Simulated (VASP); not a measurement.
A run of VASP 6.6.1:

Contents of INCAR:

```
SYSTEM = Sb
  PREC = Accurate
  ENCUT = 600
  EDIFF = 1E-6
  ISMEAR = -1
  SIGMA = 0.05
  LREAL = .False.
  LASPH = .True.
  NELM = 80
  ALGO = Normal
  ISIF = 3
  LWAVE = .False.
  LCHARG = .False.
  GGA = PE
  IBRION = 2
  NSW = 45
  EDIFFG = -0.005
```

KPOINTS

```
Automatic mesh
0
Gamma
  15 15 15
  0 0 0
```

The input POSCAR:

```
Sb
1.0
    0.0000000000      2.3958649983      2.3958649983
    2.3958649983      0.0000000000      2.3958649983
    2.3958649983      2.3958649983      0.0000000000
Sb
1
Direct
    0.0000000000      0.0000000000      0.0000000000
```

Potentials or basis: VASP PAW PBE potentials, release 64 (Sb).

Command:

```console
$ cat potpaw_PBE.64/Sb/POTCAR > POTCAR
$ mpirun -np 1 vasp_std > vasp.out
```

Hardware: 1 thread of AMD EPYC 7R13, on a shared host.

Question: Estimate the wall time of this run.

Answer: Run time: 42 s on 1 thread of AMD EPYC 7R13 (shared host), peak memory 0.14 GiB. Counts: scf iterations 17, k points 120, ion steps 3.
